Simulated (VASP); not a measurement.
Input of a VASP 6.6.1 run:

File INCAR:

```
  PREC = Accurate
  ENCUT = 520
  EDIFF = 1E-6
  ISMEAR = -1
  SIGMA = 0.08
  LREAL = F
  LASPH = T
  NELM = 100
  ALGO = Normal
  ISIF = 2
  LWAVE = F
  LCHARG = T
  LELF = T
  LVHAR = T
  NBANDS = 16
```

File KPOINTS:

```
regular mesh
0
Gamma
  10 10 10
```

POSCAR

```
GaAs
1.0
    0.0000000000      2.8822925071      2.8822925071
    2.8822925071      0.0000000000      2.8822925071
    2.8822925071      2.8822925071      0.0000000000
Ga As
1 1
Direct
    0.0000000000      0.0000000000      0.0000000000
    0.7500000000      0.7500000000      0.7500000000
```

Potentials or basis: VASP PAW LDA potentials, release 64 (Ga_d, As).

Run with:

```sh
$ cat potpaw_LDA.64/Ga_d/POTCAR potpaw_LDA.64/As/POTCAR > POTCAR
$ mpirun -np 1 vasp_std > vasp.out
```

(1) Estimate the band gap on the k mesh.

(2) What does it give for the pressure?

Results:

(1) zero (filled and empty bands touch).

(2) -4.9 GPa.
